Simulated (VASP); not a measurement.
## Hf: relaxation of cell and atoms with PBE

Crystal: Hf.

```xyz
1
Lattice="2.3890 0.0000 0.0000 -1.1945 2.0689 0.0000 0.0000 0.0000 2.3043" Properties=species:S:1:pos:R:3 pbc="T T T"
Hf    0.0000    0.0000    0.0000
```

This isn't the form of Hf at room conditions, which is hcp.

```
Program                : VASP 6.6.1
Task                   : relaxation of cell and atoms
Functional             : PBE
Potentials or basis    : VASP PAW PBE potentials, release 64 (Hf_pv)
Cutoff                 : 600 eV
k mesh                 : 18 × 18 × 17
Occupations            : fermi-dirac, width 0.1 eV
Spin                   : no spin polarisation
Target pressure        : 250 GPa
Dipole correction      : no
Further INCAR settings : ALGO = Normal; EDIFF = 1e-06; IBRION = 2; EDIFFG = -0.005; NSW = 32; ISIF = 3
```

| Item | Value |
| --- | --- |
| Relaxed volume | 11.31 Å³/atom |
| Relaxed cell | a = 2.384 Å, b = 2.384 Å, c = 2.297 Å, α = 90.00°, β = 90.00°, γ = 120.00° |
| Space group after relaxing (to 0.1 Å) | P6/mmm (No. 191) |
| Energy change on relaxing (the run minimises the enthalpy) | +128.0 meV/atom |
| Ionic steps | 10 |
| Pressure after relaxing | 250.0 GPa |
| Band gap on the k mesh | zero (bands 5 and 6 overlap by 4.04 eV) |

Step by step:
```tsv
step	energy change (eV)	largest force (eV/Å)	pressure (GPa)	volume (Å³)
1	0.0000	0.0000	243.75	11.39
2	1.2200	0.0000	304.73	10.67
3	0.1251	0.0000	249.87	11.31
4	0.1285	0.0000	250.04	11.31
5	0.1311	0.0000	250.07	11.30
6	0.1294	0.0000	249.99	11.31
7	0.1306	0.0000	250.12	11.30
8	0.1306	0.0000	250.13	11.30
9	0.1149	0.0000	249.37	11.31
10	0.1280	0.0000	249.97	11.31
```

Final structure:
```
Hf
1.0
     2.38408    0.00000    0.00000
    -1.19204    2.06468    0.00000
     0.00000    0.00000    2.29687
Hf
1
Direct
  0.00000 0.00000 0.00000
```

Levels at points of the mesh, in eV from the Fermi level:
| k point | band 2 | band 3 | band 4 | band 5 | band 6 | band 7 | band 8 | band 9 |
| --- | --- | --- | --- | --- | --- | --- | --- | --- |
| (0.00, 0.00, 0.00) | -27.39 | -27.39 | -7.87 | -4.75 | 1.40 | 1.40 | 13.92 | 13.92 |
| (0.50, 0.00, 0.00) | -28.91 | -26.95 | -6.64 | -1.76 | 4.06 | 5.29 | 11.61 | 14.54 |

It took 110 s on 1 thread of Intel(R) Xeon(R) Platinum 8259CL CPU @ 2.50GHz (Skylake/Cascade Lake) (shared host), peak memory 0.18 GiB.

Caveat: the cell is relaxed towards a set pressure, so the run minimises the enthalpy, not the energy; spin-orbit coupling is left out, which moves the levels of the heavy elements.
